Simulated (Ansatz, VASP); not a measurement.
## Two plane-wave programs on AlNi

The input POSCAR:

```
AlNi
1.0
    2.8047206961      0.0000000000      0.0000000000
    0.0000000000      2.8047206961      0.0000000000
    0.0000000000      0.0000000000      2.8047206961
Al Ni
1 1
Direct
    0.0000000000      0.0000000000      0.0000000000
    0.5000000000      0.5000000000      0.5000000000
```

The input INCAR.step1:

```
ALGO = Normal
EDIFF = 1E-4
ENCUT = 520
GGA = PE
ISMEAR = 0
LASPH = T
LCHARG = F
LREAL = F
LWAVE = T
NBANDS = 14
NELM = 100
PREC = Accurate
SIGMA = 0.1
```

INCAR.step2

```
ALGO = Normal
EDIFF = 1E-6
ENCUT = 520
ISIF = 2
ISMEAR = 0
ISTART = 1
LASPH = T
LCHARG = T
LELF = T
LMIXTAU = T
LREAL = F
LVHAR = T
LWAVE = F
METAGGA = R2SCAN
NBANDS = 14
NELM = 100
PREC = Accurate
SIGMA = 0.1
```

The input KPOINTS:

```
k-points
0
Gamma
  14 14 14
```

Input for Ansatz:

```yaml
crystal:
  lattice:
    - [2.8047206961, 0.0, 0.0]
    - [0.0, 2.8047206961, 0.0]
    - [0.0, 0.0, 2.8047206961]
  atoms:
    - { symbol: Al, position: [0.0, 0.0, 0.0] }
    - { symbol: Ni, position: [0.5, 0.5, 0.5] }
basis:
  ecutwfc: 500
kpoints:
  mp_grid: { grid: [14, 14, 14] }
hamiltonian:
  xc: r2scan
scf:
  occupations: { method: gaussian, width: 0.1 }
output:
  forces: true
  stress: true
  eigenvalues: true
```

Alike in both runs: task single point; functional r2SCAN; k mesh 14 × 14 × 14; occupations gaussian, width 0.1 eV; no spin polarisation.

|  | VASP | Ansatz |
| --- | --- | --- |
| version | VASP 6.6.1 | Ansatz 0.2.0 |
| potentials or method | VASP PAW PBE potentials, release 64 (Al, Ni), cutoff 520 eV | scalar-relativistic, plane waves, PAW |
| valence electrons in the cell | 13 | 21 |

```tsv
	VASP	Ansatz	Ansatz less VASP
gap on the k mesh at the Fermi level (eV)	none	none	-
pressure (GPa)	12.2	12.5	+0.28
```

VASP's potentials were made for PBE, not for r2SCAN. A gap of «none» marks a metal or a gap that the smearing closes. VASP's potentials hold 13 valence electrons a cell and Ansatz's 21, so a difference there can come from the potentials and not from the codes.
